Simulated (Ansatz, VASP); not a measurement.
## PbS in VASP and in Ansatz

```
CELL_PARAMETERS angstrom
3.63513 0.00000 0.00000
0.00000 3.63513 0.00000
0.00000 0.00000 3.63513
ATOMIC_POSITIONS crystal
Pb 0.00000 0.00000 0.00000
S 0.50000 0.50000 0.50000
```

Alike in both runs: task single point; functional r2SCAN; k mesh 8 × 8 × 8; occupations fermi-dirac, width 0.02 eV; no spin polarisation.

|  | VASP | Ansatz |
| --- | --- | --- |
| version | VASP 6.6.1 | Ansatz 0.2.0 |
| potentials or method | VASP PAW PBE potentials, release 64 (Pb_d, S) | plane waves, PAW |
| plane-wave cutoff (eV) | 520 | 500 |
| valence electrons in the cell | 20 | 20 |

|  | VASP | Ansatz | Ansatz less VASP |
| --- | --- | --- | --- |
| pressure (GPa) | 0.1 | 0.1 | +0.01 |

VASP's potentials were made for PBE, not for r2SCAN.

Neither program's run includes spin-orbit coupling.
